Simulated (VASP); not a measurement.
# TiAl (P-6m2) in VASP: further runs, part 2 of 2

VASP 6.6.1. The steps go on from the part before.

**3. Single point, PBEsol, collinear spin (14.92 Å³/atom)**

This run uses another cell than the first one, of 14.92 Å³/atom.

INCAR

```
SYSTEM = TiAl
PREC = Accurate
ENCUT = 520
EDIFF = 1E-7
ISMEAR = 0
SIGMA = 0.15
LREAL = .FALSE.
LASPH = .TRUE.
NELM = 150
ALGO = Normal
ISIF = 2
LWAVE = .FALSE.
LCHARG = .FALSE.
ISPIN = 2
MAGMOM = 0.375 0
LORBIT = 11
NUPDOWN = 0.375
LMAXMIX = 4
GGA = PS
NBANDS = 18
```

KPOINTS

```
Automatic mesh
0
G
  21 21 12
  0 0 0
```

POSCAR

```
TiAl
1.0
    2.7694960644      0.0000000000      0.0000000000
   -1.3847480322      2.3984539475      0.0000000000
    0.0000000000      0.0000000000      4.4925796926
Ti Al
1 1
Direct
    0.0000000000      0.0000000000      0.0000000000
    0.3333333333      0.6666666667      0.5000000000
```

Potentials or basis: VASP PAW PBE potentials, release 64 (Ti_sv, Al).

The run is started by

```bash
$ cat potpaw_PBE.64/Ti_sv/POTCAR potpaw_PBE.64/Al/POTCAR > POTCAR
$ mpirun -np 1 vasp_std > vasp.out
```

Run time: 8.3 min. Hardware: 1 thread of Intel Xeon 8259CL, shared host; peak memory 0.38 GiB.

Results (log left out):

- Free energy: -12.8547 eV
- Pressure: 11.1 GPa
- Net moment: 0.38 μB per cell
- Site moments: Ti +0.22; Al +0.01 μB
- Valence electrons inside the program's atomic spheres: Ti 10.40; Al 0.85

Stress tensor (GPa, compression positive):
```
10.69  0.00  0.00
 0.00 10.69  0.00
 0.00  0.00 11.93
```

Caveat: the cell stands under pressure; the PAW data sets were made with another functional, which shifts forces and pressure a little; the total moment is fixed, so each spin has its own Fermi level.

**4. Single point, PBEsol, collinear spin (15.57 Å³/atom)**

This run uses another cell than the first one, of 15.57 Å³/atom.

INCAR

```
PREC = Accurate
ENCUT = 520
EDIFF = 1E-6
ISMEAR = 0
SIGMA = 0.15
LREAL = F
LASPH = T
NELM = 150
ALGO = Fast
ISIF = 2
LWAVE = F
LCHARG = F
ISPIN = 2
MAGMOM = 0.75 0
LORBIT = 11
NUPDOWN = 0.75
LMAXMIX = 4
GGA = PS
NBANDS = 18
```

KPOINTS

```
Automatic mesh
0
Gamma
  21 21 12
```

POSCAR

```
TiAl
1.0
    2.8090813284      0.0000000000      0.0000000000
   -1.4045406642      2.4327357917      0.0000000000
    0.0000000000      0.0000000000      4.5567935240
Ti Al
1 1
Direct
    0.0000000000      0.0000000000      0.0000000000
    0.3333333333      0.6666666667      0.5000000000
```

Potentials or basis: VASP PAW PBE potentials, release 64 (Ti_sv, Al).

The run is started by

```bash
$ cat potpaw_PBE.64/Ti_sv/POTCAR potpaw_PBE.64/Al/POTCAR > POTCAR
$ mpirun -np 1 vasp_std > vasp.out
```

OUTCAR:

```text
PREC = Accurate
   ENCUT = 520
   EDIFF = 1E-6
   ISMEAR = 0
   LREAL = F
   LASPH = T
   NELM = 150
   ISIF = 2
   ISPIN = 2
   LORBIT = 11
   NUPDOWN = 0.75
   GGA = PS

 ion  position               nearest neighbor table
   1  0.000  0.000  0.000-   2 2.80   2 2.80   2 2.80   2 2.80   2 2.80   2 2.80
   2  0.333  0.667  0.500-   1 2.80   1 2.80   1 2.80   1 2.80   1 2.80   1 2.80

  LATTYP: Found a hexagonal cell.
 ALAT       =     2.8090813284
 C/A-ratio  =     1.6221650395

  Lattice vectors:

 A1 = (   2.8090813284,   0.0000000000,   0.0000000000)
 A2 = (  -1.4045406642,   2.4327357917,   0.0000000000)
 A3 = (   0.0000000000,   0.0000000000,   4.5567935240)

Analysis of symmetry for initial positions (statically):
=====================================================================
 Subroutine PRICEL returns:
 Original cell was already a primitive cell.

 Routine SETGRP: Setting up the symmetry group for a
 hexagonal supercell.

 Subroutine GETGRP returns: Found 12 space group operations
[... 703 lines left out ...]
      4     -23.3689      1.00000
      5      -0.6634      1.00000
      6       6.4212      1.00000
[... 493 lines left out ...]
     17      24.3512      0.00000
     18      25.7562      0.00000

 [... further k-points ...]

------------------------ aborting loop because EDIFF is reached ----------------------------------------

  FORCE on cell =-STRESS in cart. coord.  units (eV):
  Direction    XX          YY          ZZ          XY          YZ          ZX
  --------------------------------------------------------------------------------------
  -------------------------------------------------------------------------------------
  Total        1.1781956      1.1781956      0.8289388      0.0000000      0.0000000      0.0000000
  in kB       60.6190817     60.6190817     42.6495465      0.0000000      0.0000000      0.0000000
  external PRESSURE =      54.6292366 kB  Pullay stress =       0.0000000 kB

 VOLUME and BASIS-vectors are now :
 -----------------------------------------------------------------------------
  energy-cutoff  :      520.00
  volume of cell :       31.14
      direct lattice vectors                 reciprocal lattice vectors
     2.809081328  0.000000000  0.000000000     0.355988269  0.205529923  0.000000000
    -1.404540664  2.432735792  0.000000000     0.000000000  0.411059846  0.000000000
     0.000000000  0.000000000  4.556793524     0.000000000  0.000000000  0.219452559

 POSITION                                       TOTAL-FORCE (eV/Angst)
 -----------------------------------------------------------------------------------
      0.00000      0.00000      0.00000         0.000000     -0.000000      0.000000
     -0.00000      1.62182      2.27840        -0.000000      0.000000      0.000000
 -----------------------------------------------------------------------------------
    total drift:                                0.000000     -0.000000      0.000000

  FREE ENERGIE OF THE ION-ELECTRON SYSTEM (eV)
  ---------------------------------------------------
  free  energy   TOTEN  =       -12.8889345184 eV

  energy  without entropy=      -12.8704836593  energy(sigma->0) =      -12.87970909

 total charge

# of ion       s       p       d       tot
------------------------------------------
    1        2.231   6.150   1.962  10.343
    2        0.431   0.400   0.000   0.832
--------------------------------------------------
tot          2.663   6.550   1.962  11.175

 magnetization (x)

# of ion       s       p       d       tot
------------------------------------------
    1        0.008   0.045   0.401   0.454
    2        0.001   0.015   0.000   0.017
--------------------------------------------------
tot          0.009   0.060   0.401   0.470
```

Wall time 11 min (1 thread of Intel Xeon 8259CL, shared host); peak memory 0.39 GiB.

Results:

```
Free energy                                           : -12.8889 eV
Pressure                                              : 5.5 GPa
Net moment                                            : 0.75 μB per cell
Site moments                                          : Ti +0.45; Al +0.02 μB
Valence electrons inside the program's atomic spheres : Ti 10.34; Al 0.83
```

Stress tensor (GPa, compression positive):
```
6.06 0.00 0.00
0.00 6.06 0.00
0.00 0.00 4.26
```

Caveat: the cell stands under pressure; the PAW data sets were made with another functional, which shifts forces and pressure a little; the total moment is fixed, so each spin has its own Fermi level.

**5. The runs side by side**

```tsv
fixed moment (μB)	cell	pressure (GPa)	moment (μB)
0.875	a = 2.848, b = 2.848, c = 4.619 Å, angles 90.0, 90.0, 120.0°, 2 atoms	0.7	0.88
0.375	a = 2.769, b = 2.769, c = 4.493 Å, angles 90.0, 90.0, 120.0°, 2 atoms	11.1	0.38
0.75	a = 2.809, b = 2.809, c = 4.557 Å, angles 90.0, 90.0, 120.0°, 2 atoms	5.5	0.75
```

Alike in all rows: task single point; level PBEsol; potentials or basis VASP PAW PBE potentials, release 64 (Ti_sv, Al); spin collinear; k mesh 21 × 21 × 12; cutoff (eV) 520; smearing gaussian 0.15 eV.

Caveats: the PAW data sets were made with another functional, which shifts forces and pressure a little; the total moment is fixed, so each spin has its own Fermi level; the cell stands under pressure (at least some runs).

Total energies depend on the potentials used, so only differences within one code and one set of settings carry meaning.
